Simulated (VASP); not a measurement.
CdS, 4 atoms in the cell. The structure is hexagonal, space group P6_3mc (No. 186). The conventional cell has a = 3.979 Å, b = 3.979 Å, c = 6.490 Å, α = 90.00°, β = 90.00°, γ = 120.00°. Within 3.2 Å of Cd (site symmetry 3m) lie 4 S at 2.43 to 2.44 Å. S (site symmetry 3m) has 4 Cd at 2.43 to 2.44 Å within 3.2 Å. 

```yaml
Program: VASP 6.6.1
Task: single point
Functional: PBE
Potentials_or_basis: VASP PAW PBE potentials, release 64 (Cd, S)
Cutoff: 520 eV
k_mesh: 9 × 9 × 4
Occupations: gaussian, width 0.02 eV
Spin: no spin polarisation
Dipole_correction: no
Further_INCAR_settings: ALGO = Normal; EDIFF = 1e-06; NBANDS = 26
```

Potentials or basis: VASP PAW PBE potentials, release 64 (Cd, S).

Run with:

```sh
$ cat potpaw_PBE.64/Cd/POTCAR potpaw_PBE.64/S/POTCAR > POTCAR
$ mpirun -np 1 vasp_std > vasp.out
```

Hardware: 1 thread of Intel(R) Xeon(R) Platinum 8488C (Sapphire Rapids), on a shared host.

Task: How long does it take, and how much memory?

Result: Wall time 78 s on 1 thread of Intel(R) Xeon(R) Platinum 8488C (Sapphire Rapids), on a shared host, peak memory 0.23 GiB. Counts: scf iterations 14, k points 36.
